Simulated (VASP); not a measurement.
# InSe in VASP: a series of runs

The runs below take InSe through single point, with PBE+D3(BJ).

The COD entry that gives the cell may itself be a prediction, so a difference from it is no test against experiment.

Program: VASP 6.6.1. These are calculated values, not measurements. Logs are shortened: lines on timing, memory, paths and dates and some standing lists are left out, and cuts for length are marked.

## (1) The cell of the first run

The cell holds a slab with vacuum, 8 atoms: a = 4.027 Å, b = 4.027 Å, c = 28.271 Å, α = 90.00°, β = 90.00°, γ = 120.00°.

## (2) Single point, PBE+D3(BJ)

INCAR

```
SYSTEM = InSe
PREC = Accurate ; ENCUT = 520
EDIFF = 1E-6 ; ISMEAR = 0
SIGMA = 0.05 ; LREAL = .FALSE.
LASPH = .TRUE. ; NELM = 80
ALGO = Normal ; ISIF = 2
LWAVE = .FALSE. ; LCHARG = .TRUE.
LDIPOL = .TRUE. ; IDIPOL = 3
DIPOL = 0.5 0.5 0.408 ; GGA = PE
IVDW = 12 ; LELF = .TRUE.
LVHAR = .TRUE. ; LVACPOTAV = .TRUE.
NBANDS = 48
```

KPOINTS

```
Automatic mesh
0
G
  9 9 1
  0 0 0
```

POSCAR

```
InSe
1.0
    4.0266103640      0.0000000000      0.0000000000
   -2.0133051820      3.4871468663      0.0000000000
    0.0000000000      0.0000000000     28.2707108021
Se In
4 4
Direct
    0.0000000000      0.0000000000      0.1591753399
    0.0000000000      0.0000000000      0.3496677346
    0.4444444444      0.8888888889      0.4667500401
    0.4444444444      0.8888888889      0.6572424348
    0.6666666667      0.3333333333      0.2049979895
    0.6666666667      0.3333333333      0.3038451603
    1.1111111111      1.2222222222      0.5125726897
    1.1111111111      1.2222222222      0.6114198605
```

Potentials or basis: VASP PAW PBE potentials, release 64 (Se, In_d).

Run with:

```
$ cat potpaw_PBE.64/Se/POTCAR potpaw_PBE.64/In_d/POTCAR > POTCAR
$ mpirun -np 1 vasp_std > vasp.out
```

OUTCAR:

```text
SYSTEM = InSe
   PREC = Accurate
   ENCUT = 520
   EDIFF = 1E-6
   ISMEAR = 0
   LREAL = .FALSE.
   LASPH = .TRUE.
   NELM = 80
   ISIF = 2
   GGA = PE
   IVDW = 12
 IVDW          = 12

 ion  position               nearest neighbor table
   1  0.000  0.000  0.159-   5 2.66   5 2.66   5 2.66
   2  0.000  0.000  0.350-   6 2.66   6 2.66   6 2.66
   3  0.444  0.889  0.467-   7 2.66   7 2.66   7 2.66
   4  0.444  0.889  0.657-   8 2.66   8 2.66   8 2.66
   5  0.667  0.333  0.205-   1 2.66   1 2.66   1 2.66   6 2.79
   6  0.667  0.333  0.304-   2 2.66   2 2.66   2 2.66   5 2.79
   7  0.111  0.222  0.513-   3 2.66   3 2.66   3 2.66   8 2.79
   8  0.111  0.222  0.611-   4 2.66   4 2.66   4 2.66   7 2.79

  LATTYP: Found a hexagonal cell.
 ALAT       =     4.0266103640
 C/A-ratio  =     7.0209700583

  Lattice vectors:

 A1 = (   4.0266103640,   0.0000000000,   0.0000000000)
 A2 = (  -2.0133051820,   3.4871468663,   0.0000000000)
 A3 = (   0.0000000000,   0.0000000000,  28.2707108021)

Analysis of symmetry for initial positions (statically):
=====================================================================
 Subroutine PRICEL returns:
 Original cell was already a primitive cell.

 Routine SETGRP: Setting up the symmetry group for a
 hexagonal supercell.

 Subroutine GETGRP returns: Found  2 space group operations
 (whereof  2 operations were pure point group operations)
 out of a pool of 24 trial point group operations.

The static configuration has the point symmetry C_1h.

Analysis of symmetry for dynamics (positions and initial velocities):
=====================================================================
 Subroutine PRICEL returns:
 Original cell was already a primitive cell.

 Routine SETGRP: Setting up the symmetry group for a
 hexagonal supercell.

 Subroutine GETGRP returns: Found  2 space group operations
 (whereof  2 operations were pure point group operations)
 out of a pool of 24 trial point group operations.

The dynamic configuration has the point symmetry C_1h.

 Subroutine INISYM returns: Found  2 space group operations
 (whereof  2 operations are pure point group operations),
 and found     1 'primitive' translations

----------------------------------------------------------------------------------------

                                     Primitive cell

  volume of cell :     396.9598

  direct lattice vectors                    reciprocal lattice vectors
     4.026610364  0.000000000  0.000000000     0.248347843  0.143383694  0.000000000
    -2.013305182  3.487146866  0.000000000     0.000000000  0.286767388  0.000000000
     0.000000000  0.000000000 28.270710802     0.000000000  0.000000000  0.035372298

  length of vectors
     4.026610364  4.026610364 28.270710802     0.286767388  0.286767388  0.035372298

  position of ions in fractional coordinates (direct lattice)
     0.000000000  0.000000000  0.159175340
     0.000000000  0.000000000  0.349667735
     0.444444444  0.888888889  0.466750040
     0.444444444  0.888888889  0.657242435
     0.666666667  0.333333333  0.204997990
     0.666666667  0.333333333  0.303845160
     0.111111111  0.222222222  0.512572690
     0.111111111  0.222222222  0.611419860

  ion indices of the primitive-cell ions
   primitive index   ion index
                 1           1
                 2           2
                 3           3
                 4           4
                 5           5
                 6           6
                 7           7
                 8           8

----------------------------------------------------------------------------------------

 KPOINTS: Automatic mesh

Automatic generation of k-mesh.
 Grid dimensions read from file:
 generate k-points for:    9    9    1

 Generating k-lattice:

  Cartesian coordinates                     Fractional coordinates (reciprocal lattice)
     0.027594205  0.015931522  0.000000000     0.111111111  0.000000000  0.000000000
     0.000000000  0.031863043  0.000000000     0.000000000  0.111111111  0.000000000
     0.000000000  0.000000000  0.035372298     0.000000000  0.000000000  1.000000000

  Length of vectors
     0.031863043  0.031863043  0.035372298

  Shift w.r.t. Gamma in fractional coordinates (k-lattice)
     0.000000000  0.000000000  0.000000000

 Subroutine IBZKPT returns following result:
 ===========================================

 Found     25 irreducible k-points:

 Following reciprocal coordinates:
            Coordinates               Weight
  0.000000  0.000000  0.000000      1.000000
  0.111111 -0.000000  0.000000      4.000000
  0.000000  0.111111  0.000000      2.000000
  0.222222  0.000000  0.000000      4.000000
  0.000000  0.222222  0.000000      2.000000
  0.333333 -0.000000  0.000000      4.000000
[... 16 lines left out ...]
 -0.222222 -0.444444  0.000000      4.000000
  0.444444  0.333333  0.000000      4.000000
   k-points           NKPTS =     25   k-points in BZ     NKDIM =     25   number of bands    NBANDS=     48
   number of dos      NEDOS =    301   number of ions     NIONS =      8
   total plane-waves  NPLWV = 189000
   dimension x,y,z NGX =    30 NGY =   30 NGZ =  210
   dimension x,y,z NGXF=    60 NGYF=   60 NGZF=  420
   ions per type =               4   4
   NGX,Y,Z   is equivalent  to a cutoff of  12.39, 12.39, 12.35 a.u.
   NGXF,Y,Z  is equivalent  to a cutoff of  24.77, 24.77, 24.70 a.u.
 SYSTEM =  InSe
   PREC   = accura    normal or accurate (medium, high low for compatibility)
   ISTART =      0    job   : 0-new  1-cont  2-samecut
   ICHARG =      2    charge: 1-file 2-atom 10-const
   ISPIN  =      1    spin polarized calculation?
   LNONCOLLINEAR =      F non collinear calculations
   LSORBIT =      F    spin-orbit coupling
   LASPH  =      T    aspherical Exc in radial PAW
   ENCUT  =  520.0 eV  38.22 Ry    6.18 a.u.   7.49  7.49 52.56*2*pi/ulx,y,z
   NELM   =     80;   NELMIN=  2; NELMDL= -5     # of ELM steps
   EDIFF  = 0.1E-05   stopping-criterion for ELM
   LREAL  =      F    real-space projection
   EDIFFG = 0.1E-04   stopping-criterion for IOM
   NSW    =      0    number of steps for IOM
   IBRION =     -1    ionic relax: 0-MD 1-quasi-New 2-CG
   NFREE  =      0    steps in history (QN), initial steepest desc. (CG)
   ISIF   =      2    stress and relaxation
   ISYM   =      2    0-nonsym 1-usesym 2-fastsym
   POTIM  = 0.5000    time-step for ionic-motion
   TEBEG  =    0.0;   TEEND  =   0.0 temperature during run
   PSTRESS=    0.0 pullay stress
   NELECT =      76.0000    total number of electrons
   NUPDOWN=      -1.0000    fix difference up-down
   EMIN   =  10.00;   EMAX   =-10.00  energy-range for DOS
   EFERMI =   0.00;   METHOD = LEGACY
   ISMEAR =     0;   SIGMA  =   0.05  broadening in eV -4-tet -1-fermi 0-gaus
   EFERMI_NEDOS =   21; number of points for ismear=-14 and -15
   IALGO  =     38    algorithm
   IMIX   =      4    mixing-type and parameters
     AMIX     =   0.40;   BMIX     =  1.00
     AMIX_MAG =   1.60;   BMIX_MAG =  1.00
  volume/ion in A,a.u.               =      49.62       334.85
  Fermi-wavevector in a.u.,A,eV,Ry     =   0.943548  1.783047 12.113024  0.890282
  Thomas-Fermi vector in A             =   2.071266
   LORBIT       =      0    0 simple, 1 ext, 2 COOP (PROOUT), +10 PAW based schemes
   GGA     = PE    functional components
   LHFCALC =     F    Hartree Fock is set to
   AEXX    =    0.0000 exact exchange contribution
   IVDW    =    12    specifies the selected vdW correction
   LEPSILON=     F    determine dielectric tensor
   LRPA    =     F    only Hartree local field effects (RPA)
 non-spin polarized calculation
 Gauss-broadening in eV      SIGMA  =   0.05
  energy-cutoff  :      520.00
  volume of cell :      396.96
 maximum number of plane-waves:     10749
 NGX is ok and might be reduce to    30
   NGX = 15   NGY = 15   NGZ =105

 dipolmoment           0.000000      0.000000      0.000454 electrons x Angstroem

 number of electron      75.9999999 magnetization

 dipolmoment           0.000000      0.000000     -0.000002 electrons x Angstroem

 Free energy of the ion-electron system (eV)
  ---------------------------------------------------
  ext. energy  EPLUGINS =         0.00000000
  ---------------------------------------------------
  free energy    TOTEN  =       -28.38920349 eV

  energy without entropy =      -28.38920349  energy(sigma->0) =      -28.38920349

 E-fermi :   0.0310     XC(G=0):  -5.6642

 val. band max:       -0.2169166786   @ k =   0.0000   0.1111   0.0000
 cond. band min:       0.9314131914   @ k =   0.0000   0.0000   0.0000
 fundamental gap:      1.1483298699
 Fermi energy:         0.0310444208

 k-point     1 :       0.0000    0.0000    0.0000
  band No.  band energies     occupation
      1     -14.5185      2.00000
      2     -14.5179      2.00000
      3     -14.3351      2.00000
      4     -14.3349      2.00000
      5     -14.3347      2.00000
      6     -14.3341      2.00000
[... 40 lines left out ...]
     47       5.0334      0.00000
     48       5.1932      0.00000

 k-point     2 :       0.1111   -0.0000    0.0000
  band No.  band energies     occupation
      1     -14.5179      2.00000
      2     -14.5173      2.00000
      3     -14.3754      2.00000
      4     -14.3735      2.00000
      5     -14.3333      2.00000
      6     -14.3328      2.00000
[... 40 lines left out ...]
     47       5.0982      0.00000
     48       5.1897      0.00000

 k-point     3 :       0.0000    0.1111    0.0000
  band No.  band energies     occupation
      1     -14.5179      2.00000
      2     -14.5173      2.00000
      3     -14.3758      2.00000
      4     -14.3737      2.00000
      5     -14.3331      2.00000
      6     -14.3324      2.00000
[... 40 lines left out ...]
     47       5.1045      0.00000
     48       5.1640      0.00000

 k-point     4 :       0.2222    0.0000    0.0000
  band No.  band energies     occupation
      1     -14.5307      2.00000
      2     -14.5294      2.00000
      3     -14.4441      2.00000
      4     -14.4414      2.00000
      5     -14.3906      2.00000
      6     -14.3873      2.00000
[... 958 lines left out ...]
     47       5.2559      0.00000
     48       5.3448      0.00000

 k-point    23 :      -0.2222   -0.4444    0.0000
  band No.  band energies     occupation
      1     -14.6256      2.00000
      2     -14.6212      2.00000
      3     -14.5268      2.00000
      4     -14.5229      2.00000
      5     -14.4615      2.00000
      6     -14.4609      2.00000
[... 40 lines left out ...]
     47       5.2843      0.00000
     48       5.3136      0.00000

 k-point    24 :       0.4444    0.3333    0.0000
  band No.  band energies     occupation
      1     -14.6235      2.00000
      2     -14.6227      2.00000
      3     -14.5250      2.00000
      4     -14.5243      2.00000
      5     -14.4615      2.00000
      6     -14.4609      2.00000
[... 40 lines left out ...]
     47       5.2948      0.00000
     48       5.3219      0.00000

 [... further k-points ...]

------------------------ aborting loop because EDIFF is reached ----------------------------------------

 Edisp (eV)   -2.02437

 E8    (eV) :    -0.9493

  FORCE on cell =-STRESS in cart. coord.  units (eV):
  Direction    XX          YY          ZZ          XY          YZ          ZX
  --------------------------------------------------------------------------------------
  -------------------------------------------------------------------------------------
  Total       0.06028    -0.11432    -0.33692     0.00000    -0.04212     0.00000
  in kB       0.24328    -0.46141    -1.35986     0.00000    -0.17000     0.00000
  external pressure =       -0.53 kB  Pullay stress =        0.00 kB

 VOLUME and BASIS-vectors are now :
 -----------------------------------------------------------------------------
  energy-cutoff  :      520.00
  volume of cell :      396.96
      direct lattice vectors                 reciprocal lattice vectors
     4.026610364  0.000000000  0.000000000     0.248347843  0.143383694  0.000000000
    -2.013305182  3.487146866  0.000000000     0.000000000  0.286767388  0.000000000
     0.000000000  0.000000000 28.270710802     0.000000000  0.000000000  0.035372298

 POSITION                                       TOTAL-FORCE (eV/Angst)
 -----------------------------------------------------------------------------------
      0.00000      0.00000      4.50000         0.000000      0.001055     -0.011383
      0.00000      0.00000      9.88536        -0.000000      0.017445      0.045634
     -0.00000      3.09969     13.19536        -0.000000     -0.004499     -0.047639
     -0.00000      3.09969     18.58071         0.000000      0.000483      0.011169
      2.01331      1.16238      5.79544         0.000000      0.002142      0.013500
      2.01331      1.16238      8.58992        -0.000000     -0.009753      0.021667
      0.00000      0.77492     14.49079         0.000000     -0.007630     -0.019198
      0.00000      0.77492     17.28527         0.000000      0.000758     -0.013748
 -----------------------------------------------------------------------------------
    total drift:                               -0.000000     -0.000317      0.000020

  FREE ENERGIE OF THE ION-ELECTRON SYSTEM (eV)
  ---------------------------------------------------
  free  energy   TOTEN  =       -30.4135744760 eV

  energy  without entropy=      -30.4135744760  energy(sigma->0) =      -30.41357448

 vacuum level on the upper side and lower side of the slab         5.491         5.491
```

Run time: 12 min. Hardware: 1 thread of AMD EPYC 7R13 (Zen 3), shared host; peak memory 0.64 GiB.

What came out:

```yaml
Free_energy: -30.4136 eV
Largest_force: 0.049 eV/Å
Band_gap_on_the_k_mesh: 1.15 eV, indirect (least direct gap 1.20 eV)
Dispersion_energy_per_atom: -0.253 eV
```

Forces in eV/Å, atoms in the order of the input:
```
Se   0.000  0.001 -0.011
Se   0.000  0.017  0.046
Se   0.000 -0.004 -0.048
Se   0.000  0.000  0.011
In   0.000  0.002  0.013
In   0.000 -0.010  0.022
In   0.000 -0.008 -0.019
In   0.000  0.001 -0.014
```

Caveat: spin-orbit coupling is left out, which moves the levels of the heavy elements.

## (3) Single point, PBE+D3(BJ)

INCAR

```
PREC = Accurate ; ENCUT = 520
EDIFF = 1E-6 ; ISMEAR = 0
SIGMA = 0.05 ; LREAL = F
LASPH = T ; NELM = 80
ALGO = Normal ; ISIF = 2
LWAVE = F ; LCHARG = F
LDIPOL = T ; IDIPOL = 3
DIPOL = 0.5 0.5 0.408 ; GGA = PE
IVDW = 12 ; NBANDS = 48
```

KPOINTS

```
Automatic mesh
0
Gamma
  9 9 1
```

POSCAR

```
InSe
1.0
    4.0266103640      0.0000000000      0.0000000000
   -2.0133051820      3.4871468663      0.0000000000
    0.0000000000      0.0000000000     28.2707108021
Se In
4 4
Direct
    0.0000000000      0.0000000000      0.1591753399
    0.0000000000      0.0000000000      0.3496677346
    0.2222222222      0.4444444444      0.4667500401
    0.2222222222      0.4444444444      0.6572424348
    0.6666666667      0.3333333333      0.2049979895
    0.6666666667      0.3333333333      0.3038451603
    0.8888888889      0.7777777778      0.5125726897
    0.8888888889      0.7777777778      0.6114198605
```

Potentials or basis: VASP PAW PBE potentials, release 64 (Se, In_d).

Run with:

```
$ cat potpaw_PBE.64/Se/POTCAR potpaw_PBE.64/In_d/POTCAR > POTCAR
$ mpirun -np 1 vasp_std > vasp.out
```

Run time: 7 min. Hardware: 1 thread of Intel Xeon 6975P-C (Granite Rapids), shared host; peak memory 0.65 GiB.

It converged, with:

- Free energy: -30.4007 eV
- Largest force: 0.065 eV/Å
- Band gap on the k mesh: 1.12 eV, indirect (least direct gap 1.17 eV)
- Dispersion energy per atom: -0.253 eV

Forces in eV/Å, atoms in the order of the input:
```
Se   0.000 -0.002 -0.011
Se   0.000 -0.062  0.020
Se   0.000  0.053 -0.023
Se   0.000  0.001  0.011
In   0.000 -0.005  0.012
In   0.000  0.011  0.011
In   0.000  0.002 -0.008
In   0.000  0.003 -0.012
```

Levels at points of the mesh, in eV from the valence-band top:
| k point | band 35 | band 36 | band 37 | band 38 | band 39 | band 40 | band 41 | band 42 |
| --- | --- | --- | --- | --- | --- | --- | --- | --- |
| (0.00, 0.00, 0.00) | -0.69 | -0.69 | -0.67 | -0.05 | 1.12 | 1.69 | 2.51 | 2.58 |

Caveat: spin-orbit coupling is left out, which moves the levels of the heavy elements.
